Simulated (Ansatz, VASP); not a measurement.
One calculation of Ir, two programs

INCAR

```
SYSTEM = Ir
ALGO = Fast ; EDIFF = 1E-6
ENCUT = 520 ; GGA = PE
ISIF = 2 ; ISMEAR = 0
LASPH = .True. ; LCHARG = .False.
LREAL = .False. ; LWAVE = .False.
NBANDS = 46 ; NELM = 80
PREC = Accurate ; SIGMA = 0.15
```

Contents of KPOINTS:

```
k-points
0
Gamma
  6 6 6
  0 0 0
```

POSCAR

```
Ir
1.0
    1.3756889473     -2.3827631521      4.4622900000
    1.3756889473     -2.3827631521     -4.4622900000
    2.7513778946      4.7655263042      0.0000000000
Ir
8
Direct
    0.0509473297      0.2981964725      0.3345389858
    0.5406151095      0.7855687127      0.3175933830
    0.0605152712      0.2940772296      0.8412237352
    0.5468450390      0.7828051898      0.8337526741
    0.4936366639      0.2419928540      0.1731800654
    0.9427471217      0.6793053016      0.1793353319
    0.4358584390      0.1989095122      0.6499594226
    0.9288350260      0.7191447277      0.6704164021
```

Input for Ansatz:

```yaml
crystal:
  lattice:
    - [1.3756889473, -2.3827631521, 4.46229]
    - [1.3756889473, -2.3827631521, -4.46229]
    - [2.7513778946, 4.7655263042, 0.0]
  atoms:
    - { symbol: Ir, position: [0.0509473297, 0.2981964725, 0.3345389858] }
    - { symbol: Ir, position: [0.5406151095, 0.7855687127, 0.317593383] }
    - { symbol: Ir, position: [0.0605152712, 0.2940772296, 0.8412237352] }
    - { symbol: Ir, position: [0.546845039, 0.7828051898, 0.8337526741] }
    - { symbol: Ir, position: [0.4936366639, 0.241992854, 0.1731800654] }
    - { symbol: Ir, position: [0.9427471217, 0.6793053016, 0.1793353319] }
    - { symbol: Ir, position: [0.435858439, 0.1989095122, 0.6499594226] }
    - { symbol: Ir, position: [0.928835026, 0.7191447277, 0.6704164021] }
basis:
  ecutwfc: 420
kpoints:
  mp_grid: { grid: [6, 6, 6] }
hamiltonian:
  xc: pbe
scf:
  occupations: { method: gaussian, width: 0.15 }
output:
  forces: true
  stress: true
  eigenvalues: true
```

Change from the starting cell: all atoms moved at random (sigma 0.1 Å a component).

Alike in both runs: task single point; functional PBE; k mesh 6 × 6 × 6; occupations gaussian, width 0.15 eV; no spin polarisation.

|  | VASP | Ansatz |
| --- | --- | --- |
| version | VASP 6.6.1 | Ansatz 0.2.0 |
| potentials or method | VASP PAW PBE potentials, release 64 (Ir), cutoff 520 eV | scalar-relativistic, plane waves, PAW |
| valence electrons in the cell | 72 | 136 |

VASP gave:

| Quantity | Value |
| --- | --- |
| gap on the k mesh at the Fermi level (eV) | none |
| pressure (GPa) | 6.4 |
| traceless stress, the component that is largest in VASP (GPa) | -3.25 |
| rms of the force components (eV/Å) | 1.515 |

Estimate Ansatz's values.

gap on the k mesh at the Fermi level (eV): none; pressure (GPa): 5.8; traceless stress, the component that is largest in VASP (GPa): -3.24; rms of the force components (eV/Å): 1.503.

Atom by atom the forces differ by 0.014 eV/Å (rms over components). A gap of «none» marks a metal or a gap that the smearing closes. The functional is the same, so the differences come from potentials, cutoffs and numerics. VASP's potentials hold 72 valence electrons a cell and Ansatz's 136, so a difference there can come from the potentials and not from the codes.

Neither program's run includes spin-orbit coupling.
